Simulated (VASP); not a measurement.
A run of VASP 6.6.1:

File INCAR:

```
ALGO = Normal
EDIFF = 1E-6
ENCUT = 520
GGA = PE
ISIF = 2
ISMEAR = -1
LASPH = T
LCHARG = F
LREAL = F
LWAVE = F
NBANDS = 18
NELM = 100
PREC = Accurate
SIGMA = 0.1
```

Contents of KPOINTS:

```
k-points
0
Gamma
  6 6 4
```

Contents of POSCAR:

```
Y
1.0
    3.6549384025      0.0000000000      0.0000000000
   -1.8274692012      3.1652695058      0.0000000000
    0.0000000000      0.0000000000      5.6929379752
Y
2
Direct
    0.3333333333      0.6666666667      0.2500000000
    0.6666666667      0.3333333333      0.7500000000
```

Potentials or basis: VASP PAW PBE potentials, release 64 (Y_sv).

Launch:

```console
$ cat potpaw_PBE.64/Y_sv/POTCAR > POTCAR
$ mpirun -np 1 vasp_std > vasp.out
```

Hardware: 1 thread of Intel(R) Xeon(R) 6975P-C (Granite Rapids), on a shared host.

Question: Estimate the wall time of this run.

Answer: Run time: 25 s on 1 thread of Intel(R) Xeon(R) 6975P-C (Granite Rapids) (shared host), peak memory 0.18 GiB. Counts: scf iterations 14, k points 21.
